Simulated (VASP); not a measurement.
# Pb (Fm-3m) in VASP: a series of runs

Pb is run at these levels: PBE; tasks: single point.

Everything below comes from runs of VASP 6.6.1. Logs are shortened: lines on timing, memory, paths and dates and some standing lists are left out, and cuts for length are marked.

## (1) The cell of the first run

Symmetry: Fm-3m, No. 225, cubic system. Conventional cell: a = 4.950 Å, b = 4.950 Å, c = 4.950 Å, α = 90.00°, β = 90.00°, γ = 90.00°. Within 4.6 Å of Pb (site symmetry m-3m) lie 12 Pb at 3.50 Å.

## (2) Single point, PBE

Input file INCAR:

```
PREC = Accurate
ENCUT = 520
EDIFF = 1E-6
ISMEAR = 0
SIGMA = 0.020999999999999998
LREAL = F
LASPH = T
NELM = 60
ALGO = Normal
ISIF = 2
LWAVE = F
LCHARG = T
GGA = PE
LELF = T
LVHAR = T
NBANDS = 13
```

Input file KPOINTS:

```
Automatic mesh
0
Gamma
  9 9 9
```

Input file POSCAR:

```
Pb
1.0
    0.0000000000      2.4750200000      2.4750200000
    2.4750200000      0.0000000000      2.4750200000
    2.4750200000      2.4750200000      0.0000000000
Pb
1
Direct
    0.0000000000      0.0000000000      0.0000000000
```

Potentials or basis: VASP PAW PBE potentials, release 64 (Pb_d).

Started as:

```bash
cat potpaw_PBE.64/Pb_d/POTCAR > POTCAR
mpirun -np 1 vasp_std > vasp.out
```

OUTCAR:

```text
PREC = Accurate
   ENCUT = 520
   EDIFF = 1E-6
   ISMEAR = 0
   LREAL = F
   LASPH = T
   NELM = 60
   ISIF = 2
   GGA = PE

 ion  position               nearest neighbor table
   1  0.000  0.000  0.000-

  LATTYP: Found a face centered cubic cell.
 ALAT       =     4.9500400000

  Lattice vectors:

 A1 = (   0.0000000000,   2.4750200000,   2.4750200000)
 A2 = (   2.4750200000,   0.0000000000,   2.4750200000)
 A3 = (   2.4750200000,   2.4750200000,   0.0000000000)

Analysis of symmetry for initial positions (statically):
[... 5 lines left out ...]
 face centered cubic supercell.

 Subroutine GETGRP returns: Found 48 space group operations
 (whereof 48 operations were pure point group operations)
 out of a pool of 48 trial point group operations.

The static configuration has the point symmetry O_h .

Analysis of symmetry for dynamics (positions and initial velocities):
[... 5 lines left out ...]
 face centered cubic supercell.

 Subroutine GETGRP returns: Found 48 space group operations
 (whereof 48 operations were pure point group operations)
 out of a pool of 48 trial point group operations.

The dynamic configuration has the point symmetry O_h .

 Subroutine INISYM returns: Found 48 space group operations
 (whereof 48 operations are pure point group operations),
 and found     1 'primitive' translations

----------------------------------------------------------------------------------------

                                     Primitive cell

  volume of cell :      30.3226

  direct lattice vectors                    reciprocal lattice vectors
     0.000000000  2.475020000  2.475020000    -0.202018570  0.202018570  0.202018570
     2.475020000  0.000000000  2.475020000     0.202018570 -0.202018570  0.202018570
     2.475020000  2.475020000  0.000000000     0.202018570  0.202018570 -0.202018570

  length of vectors
     3.500206851  3.500206851  3.500206851     0.349906427  0.349906427  0.349906427

  position of ions in fractional coordinates (direct lattice)
     0.000000000  0.000000000  0.000000000

  ion indices of the primitive-cell ions
   primitive index   ion index
                 1           1

----------------------------------------------------------------------------------------

 KPOINTS: Automatic mesh

Automatic generation of k-mesh.
 Grid dimensions read from file:
 generate k-points for:    9    9    9

 Generating k-lattice:

  Cartesian coordinates                     Fractional coordinates (reciprocal lattice)
    -0.022446508  0.022446508  0.022446508     0.111111111  0.000000000  0.000000000
     0.022446508 -0.022446508  0.022446508     0.000000000  0.111111111  0.000000000
     0.022446508  0.022446508 -0.022446508     0.000000000  0.000000000  0.111111111

  Length of vectors
     0.038878492  0.038878492  0.038878492

  Shift w.r.t. Gamma in fractional coordinates (k-lattice)
     0.000000000  0.000000000  0.000000000

 Subroutine IBZKPT returns following result:
 ===========================================

 Found     35 irreducible k-points:

 Following reciprocal coordinates:
            Coordinates               Weight
  0.000000  0.000000  0.000000      1.000000
  0.111111  0.000000  0.000000      8.000000
  0.222222  0.000000  0.000000      8.000000
  0.333333  0.000000  0.000000      8.000000
  0.444444  0.000000  0.000000      8.000000
  0.111111  0.111111  0.000000      6.000000
[... 16 lines left out ...]
 -0.333333  0.333333  0.000000     12.000000
  0.444444  0.444444  0.000000      6.000000
 [... further k-points ...]
   k-points           NKPTS =     35   k-points in BZ     NKDIM =     35   number of bands    NBANDS=     13
   number of dos      NEDOS =    301   number of ions     NIONS =      1
   total plane-waves  NPLWV =  21952
   dimension x,y,z NGX =    28 NGY =   28 NGZ =   28
   dimension x,y,z NGXF=    56 NGYF=   56 NGZF=   56
   ions per type =               1
   NGX,Y,Z   is equivalent  to a cutoff of  13.30, 13.30, 13.30 a.u.
   NGXF,Y,Z  is equivalent  to a cutoff of  26.60, 26.60, 26.60 a.u.
 SYSTEM =  unknown system
   PREC   = accura    normal or accurate (medium, high low for compatibility)
   ISTART =      0    job   : 0-new  1-cont  2-samecut
   ICHARG =      2    charge: 1-file 2-atom 10-const
   ISPIN  =      1    spin polarized calculation?
   LNONCOLLINEAR =      F non collinear calculations
   LSORBIT =      F    spin-orbit coupling
   LASPH  =      T    aspherical Exc in radial PAW
   ENCUT  =  520.0 eV  38.22 Ry    6.18 a.u.   6.51  6.51  6.51*2*pi/ulx,y,z
   NELM   =     60;   NELMIN=  2; NELMDL= -5     # of ELM steps
   EDIFF  = 0.1E-05   stopping-criterion for ELM
   LREAL  =      F    real-space projection
   EDIFFG = 0.1E-04   stopping-criterion for IOM
   NSW    =      0    number of steps for IOM
   IBRION =     -1    ionic relax: 0-MD 1-quasi-New 2-CG
   NFREE  =      0    steps in history (QN), initial steepest desc. (CG)
   ISIF   =      2    stress and relaxation
   ISYM   =      2    0-nonsym 1-usesym 2-fastsym
   POTIM  = 0.5000    time-step for ionic-motion
   TEBEG  =    0.0;   TEEND  =   0.0 temperature during run
   PSTRESS=    0.0 pullay stress
   NELECT =      14.0000    total number of electrons
   NUPDOWN=      -1.0000    fix difference up-down
   EMIN   =  10.00;   EMAX   =-10.00  energy-range for DOS
   EFERMI =   0.00;   METHOD = LEGACY
   ISMEAR =     0;   SIGMA  =   0.02  broadening in eV -4-tet -1-fermi 0-gaus
   EFERMI_NEDOS =   21; number of points for ismear=-14 and -15
   IALGO  =     38    algorithm
   IMIX   =      4    mixing-type and parameters
     AMIX     =   0.40;   BMIX     =  1.00
     AMIX_MAG =   1.60;   BMIX_MAG =  1.00
  volume/ion in A,a.u.               =      30.32       204.63
  Fermi-wavevector in a.u.,A,eV,Ry     =   1.265306  2.391081 21.782907  1.600999
  Thomas-Fermi vector in A             =   2.398566
   LORBIT       =      0    0 simple, 1 ext, 2 COOP (PROOUT), +10 PAW based schemes
   GGA     = PE    functional components
   LHFCALC =     F    Hartree Fock is set to
   AEXX    =    0.0000 exact exchange contribution
   IVDW    =     0    specifies the selected vdW correction
   LEPSILON=     F    determine dielectric tensor
   LRPA    =     F    only Hartree local field effects (RPA)
 non-spin polarized calculation
 Gauss-broadening in eV      SIGMA  =   0.02
  energy-cutoff  :      520.00
  volume of cell :       30.32
 maximum number of plane-waves:       869
 NGX is ok and might be reduce to    28
   NGX = 13   NGY = 13   NGZ = 13

 number of electron      13.9999999 magnetization

 Free energy of the ion-electron system (eV)
  ---------------------------------------------------
  ext. energy  EPLUGINS =         0.00000000
  ---------------------------------------------------
  free energy    TOTEN  =        -3.56825202 eV

  energy without entropy =       -3.56786409  energy(sigma->0) =       -3.56805805

 E-fermi :   7.1448     XC(G=0): -10.1860

 val. band max:        6.9152789986   @ k =  -0.3333   0.3333   0.1111
 cond. band min:       7.1463347822   @ k =  -0.2222   0.3333   0.1111
 fundamental gap:      0.2310557836
 Fermi energy:         7.1447810547

 k-point     1 :       0.0000    0.0000    0.0000
  band No.  band energies     occupation
      1      -9.7946      2.00000
      2      -9.7946      2.00000
      3      -9.7946      2.00000
      4      -9.6545      2.00000
      5      -9.6545      2.00000
      6      -4.4738      2.00000
      7      14.6989      0.00000
      8      14.6989      0.00000
      9      14.6989      0.00000
     10      17.0446      0.00000
     11      18.6199      0.00000
     12      19.7651      0.00000
     13      19.7651      0.00000

 k-point     2 :       0.1111    0.0000    0.0000
  band No.  band energies     occupation
      1      -9.7952      2.00000
      2      -9.7782      2.00000
      3      -9.7782      2.00000
      4      -9.6545      2.00000
      5      -9.6545      2.00000
      6      -4.2360      2.00000
      7      12.3296      0.00000
      8      14.4167      0.00000
      9      14.4167      0.00000
     10      16.6520      0.00000
     11      19.5951      0.00000
     12      20.2688      0.00000
     13      20.2688      0.00000

 k-point     3 :       0.2222    0.0000    0.0000
  band No.  band energies     occupation
      1      -9.8003      2.00000
      2      -9.7587      2.00000
      3      -9.7587      2.00000
      4      -9.6319      2.00000
      5      -9.6319      2.00000
      6      -3.5244      2.00000
      7       8.8628      0.00000
      8      13.8173      0.00000
      9      13.8173      0.00000
     10      16.3081      0.00000
     11      19.1405      0.00000
     12      19.8939      0.00000
     13      19.8939      0.00000

 k-point     4 :       0.3333    0.0000    0.0000
  band No.  band energies     occupation
      1      -9.8117      2.00000
      2      -9.7682      2.00000
      3      -9.7682      2.00000
      4      -9.5731      2.00000
      5      -9.5731      2.00000
      6      -2.3829      2.00000
      7       5.7473      2.00000
      8      13.2446      0.00000
      9      13.2446      0.00000
     10      16.2137      0.00000
     11      17.8420      0.00000
     12      18.9979      0.00000
     13      18.9979      0.00000

 k-point     5 :       0.4444    0.0000    0.0000
  band No.  band energies     occupation
      1      -9.8218      2.00000
      2      -9.7815      2.00000
      3      -9.7815      2.00000
      4      -9.5267      2.00000
      5      -9.5267      2.00000
      6      -1.1187      2.00000
      7       3.4731      2.00000
      8      12.9063      0.00000
      9      12.9063      0.00000
     10      16.3942      0.00000
     11      16.9611      0.00000
     12      18.5419      0.00000
     13      18.5419      0.00000

 k-point     6 :       0.1111    0.1111    0.0000
  band No.  band energies     occupation
      1      -9.8138      2.00000
      2      -9.7605      2.00000
      3      -9.7605      2.00000
      4      -9.6748      2.00000
      5      -9.6401      2.00000
      6      -4.1569      2.00000
      7      13.0133      0.00000
      8      13.5210      0.00000
      9      13.5210      0.00000
     10      16.1963      0.00000
     11      18.8011      0.00000
     12      20.9787      0.00000
     13      21.1749      0.00000

 k-point     7 :       0.2222    0.1111    0.0000
  band No.  band energies     occupation
      1      -9.8227      2.00000
      2      -9.7365      2.00000
      3      -9.7303      2.00000
      4      -9.6808      2.00000
      5      -9.6160      2.00000
      6      -3.6030      2.00000
      7      10.0411      0.00000
      8      12.6944      0.00000
      9      13.1885      0.00000
     10      16.3541      0.00000
     11      17.5577      0.00000
     12      20.4945      0.00000
     13      21.6493      0.00000
[... 193 lines left out ...]
 k-point    20 :       0.3333    0.3333    0.0000
  band No.  band energies     occupation
      1      -9.9173      2.00000
      2      -9.8079      2.00000
      3      -9.5670      2.00000
      4      -9.5670      2.00000
      5      -9.5620      2.00000
      6      -1.6788      2.00000
      7       7.2558      0.00000
      8      10.2112      0.00000
      9      10.2112      0.00000
     10      13.5977      0.00000
     11      14.3452      0.00000
     12      25.2885      0.00000
     13      25.4167      0.00000

 k-point    21 :       0.4444    0.3333    0.0000
  band No.  band energies     occupation
      1      -9.9170      2.00000
      2      -9.8246      2.00000
      3      -9.5767      2.00000
      4      -9.5436      2.00000
      5      -9.5115      2.00000
      6      -0.6545      2.00000
      7       5.7194      2.00000
      8       8.7007      0.00000
      9       9.9064      0.00000
     10      13.5229      0.00000
     11      15.3159      0.00000
     12      24.2784      0.00000
     13      24.5488      0.00000

 k-point    22 :      -0.4444    0.3333    0.0000
  band No.  band energies     occupation
      1      -9.8859      2.00000
      2      -9.7840      2.00000
      3      -9.5947      2.00000
      4      -9.5741      2.00000
      5      -9.5140      2.00000
      6       0.2594      2.00000
      7       4.8449      2.00000
      8       6.8336      2.00000
      9      10.1594      0.00000
     10      13.7026      0.00000
     11      17.9154      0.00000
     12      23.3978      0.00000
     13      23.5267      0.00000

 k-point    23 :      -0.3333    0.3333    0.0000
  band No.  band energies     occupation
      1      -9.8495      2.00000
      2      -9.6917      2.00000
      3      -9.6449      2.00000
      4      -9.6224      2.00000
      5      -9.5582      2.00000
      6       0.1130      2.00000
      7       5.4671      2.00000
      8       5.7369      2.00000
      9      10.9410      0.00000
     10      14.1950      0.00000
     11      21.0316      0.00000
     12      22.6564      0.00000
     13      22.6781      0.00000

 k-point    24 :       0.4444    0.4444    0.0000
  band No.  band energies     occupation
      1      -9.9529      2.00000
      2      -9.8611      2.00000
      3      -9.5347      2.00000
      4      -9.4959      2.00000
      5      -9.4959      2.00000
      6       0.1218      2.00000
      7       4.5682      2.00000
      8       9.4311      0.00000
      9       9.4311      0.00000
     10      12.7575      0.00000
     11      13.9743      0.00000
     12      25.5436      0.00000
     13      27.2385      0.00000

 [... further k-points ...]
[... 5 lines left out ...]
  --------------------------------------------------------------------------------------
  -------------------------------------------------------------------------------------
  Total        0.4136325      0.4136325      0.4136325     -0.0000000     -0.0000000     -0.0000000
  in kB       21.8554168     21.8554168     21.8554168     -0.0000000     -0.0000000     -0.0000000
  external PRESSURE =      21.8554168 kB  Pullay stress =       0.0000000 kB

 VOLUME and BASIS-vectors are now :
 -----------------------------------------------------------------------------
  energy-cutoff  :      520.00
  volume of cell :       30.32
      direct lattice vectors                 reciprocal lattice vectors
     0.000000000  2.475020000  2.475020000    -0.202018570  0.202018570  0.202018570
     2.475020000  0.000000000  2.475020000     0.202018570 -0.202018570  0.202018570
     2.475020000  2.475020000  0.000000000     0.202018570  0.202018570 -0.202018570

 POSITION                                       TOTAL-FORCE (eV/Angst)
 -----------------------------------------------------------------------------------
      0.00000      0.00000      0.00000        -0.000000      0.000000     -0.000000
 -----------------------------------------------------------------------------------
    total drift:                               -0.000000     -0.000000     -0.000000

  FREE ENERGIE OF THE ION-ELECTRON SYSTEM (eV)
  ---------------------------------------------------
  free  energy   TOTEN  =        -3.5682520163 eV

  energy  without entropy=       -3.5678640887  energy(sigma->0) =       -3.56805805
```

It took 7 s on 1 thread of Intel Xeon 6975P-C (Granite Rapids), shared host; peak memory 0.16 GiB.

Results:

```yaml
Free_energy: -3.5683 eV
Pressure: 2.2 GPa
Band_gap_on_the_k_mesh: zero (band 7 reaches 14.70 eV, above the bottom of band 8 at 5.74 eV)
```

Levels at points of the mesh, in eV from the Fermi level:
| k point | band 3 | band 4 | band 5 | band 6 | band 7 | band 8 | band 9 | band 10 | band 11 | band 12 |
| --- | --- | --- | --- | --- | --- | --- | --- | --- | --- | --- |
| (0.00, 0.00, 0.00) | -16.94 | -16.80 | -16.80 | -11.62 | 7.55 | 7.55 | 7.55 | 9.90 | 11.48 | 12.62 |

Caveat: spin-orbit coupling is left out, which moves the levels of the heavy elements.

## (3) Single point, PBE

Input file INCAR:

```
SYSTEM = Pb
ALGO     = Normal         ! electronic algorithm
EDIFF    = 1E-7           ! SCF threshold, eV
ENCUT    = 520            ! plane-wave cutoff, eV
GGA      = PE             ! functional
ISIF     = 2              ! what is computed and relaxed
ISMEAR   = 0              ! smearing method
LASPH    = .True.         ! aspherical terms in the spheres
LCHARG   = .False.        ! write CHGCAR
LREAL    = .False.        ! projectors in reciprocal space
LWAVE    = .False.        ! write WAVECAR
NBANDS   = 13             ! bands
NELM     = 60             ! most SCF steps
PREC     = Accurate       ! precision mode
SIGMA    = 0.024          ! smearing width, eV
```

Input file KPOINTS:

```
k-points
0
Gamma
  9 9 9
  0 0 0
```

POSCAR is that of step 2.

Potentials or basis: VASP PAW PBE potentials, release 64 (Pb_d).

Started as:

```bash
cat potpaw_PBE.64/Pb_d/POTCAR > POTCAR
mpirun -np 1 vasp_std > vasp.out
```

Wall time 8.8 s (1 thread of Intel Xeon 6975P-C (Granite Rapids), shared host); peak memory 0.15 GiB.

It converged, with:

- Free energy: -3.5683 eV
- Pressure: 2.2 GPa
- Band gap on the k mesh: zero (band 7 reaches 14.70 eV, above the bottom of band 8 at 5.74 eV)

Levels at points of the mesh, in eV from the Fermi level:
| k point | band 4 | band 5 | band 6 | band 7 | band 8 | band 9 | band 10 | band 11 |
| --- | --- | --- | --- | --- | --- | --- | --- | --- |
| (0.00, 0.00, 0.00) | -16.80 | -16.80 | -11.62 | 7.55 | 7.55 | 7.55 | 9.90 | 11.48 |

Caveat: spin-orbit coupling is left out, which moves the levels of the heavy elements.

## (4) Single point, PBE

Input file INCAR:

```
SYSTEM = Pb
ALGO = Normal
EDIFF = 1E-7
ENCUT = 520
GGA = PE
ISIF = 2
ISMEAR = 0
LASPH = .TRUE.
LCHARG = .TRUE.
LELF = .TRUE.
LREAL = .FALSE.
LVHAR = .TRUE.
LWAVE = .FALSE.
NBANDS = 13
NELM = 100
PREC = Accurate
SIGMA = 0.022
```

Input file KPOINTS:

```
k-points
0
G
  9 9 9
  0 0 0
```

POSCAR is that of step 3.

Started as:

```bash
cat potpaw_PBE.64/Pb_d/POTCAR > POTCAR
mpirun -np 1 vasp_std > vasp.out
```

It took 11 s on 1 thread of Intel Xeon 6975P-C (Granite Rapids), shared host; peak memory 0.15 GiB.

Results (log left out):

```
Free energy            : -3.5683 eV
Pressure               : 2.2 GPa
Band gap on the k mesh : zero (band 7 reaches 14.70 eV, above the bottom of band 8 at 5.74 eV)
```

Levels at points of the mesh, in eV from the Fermi level:
```
           k point  band 5  band 6  band 7  band 8  band 9  band 10
(0.00, 0.00, 0.00)  -16.80  -11.62    7.55    7.55    7.55     9.90
```

Caveat: spin-orbit coupling is left out, which moves the levels of the heavy elements.

## (5) Overview

| smearing | gap on the mesh (eV) | pressure (GPa) |
| --- | --- | --- |
| gaussian 0.021 eV | none | 2.2 |
| gaussian 0.024 eV | none | 2.2 |
| gaussian 0.022 eV | none | 2.2 |

Alike in all rows: task single point; level PBE; potentials or basis VASP PAW PBE potentials, release 64 (Pb_d); no spin polarisation; cell as given; k mesh 9 × 9 × 9; cutoff (eV) 520.

Every run on the cell as given and a fine mesh finds a metal.

Caveats: spin-orbit coupling is left out, which moves the levels of the heavy elements.

Total energies depend on the potentials used, so only differences within one code and one set of settings carry meaning.
